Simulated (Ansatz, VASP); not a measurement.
# One calculation of WI6, two programs

```xyz
7
Lattice="0.0000 5.7120 5.7120 5.7120 0.0000 5.7120 5.7120 5.7120 0.0000" Properties=species:S:1:pos:R:3 pbc="T T T"
W     0.0000    0.0000    0.0000
I     2.8560    5.7120    5.7120
I     8.5680    5.7120    5.7120
I     5.7120    2.8560    5.7120
I     5.7120    8.5680    5.7120
I     5.7120    5.7120    2.8560
I     5.7120    5.7120    8.5680
```

Change from the starting cell: ordered vacancies on the cation sites of rhenium trioxide (Fm-3m, No. 225).

Alike in both runs: task single point; functional PBE; k mesh 4 × 4 × 4; occupations gaussian, width 0.1 eV; no spin polarisation.

|  | VASP | Ansatz |
| --- | --- | --- |
| version | VASP 6.6.1 | Ansatz 0.2.0 |
| potentials or method | VASP PAW PBE potentials, release 64 (W_sv, I), cutoff 520 eV | scalar-relativistic, plane waves, PAW |
| valence electrons in the cell | 56 | 116 |

|  | VASP | Ansatz | Ansatz less VASP |
| --- | --- | --- | --- |
| gap on the k mesh at the Fermi level (eV) | 0.01 | 0.01 | -0.002 |
| least direct gap on the mesh (eV) | 0.01 | 0.01 | -0.002 |
| pressure (GPa) | -3.0 | -3.0 | +0.01 |

VASP's potentials hold 56 valence electrons a cell and Ansatz's 116, so a difference there can come from the potentials and not from the codes.

Spin-orbit coupling is off throughout.
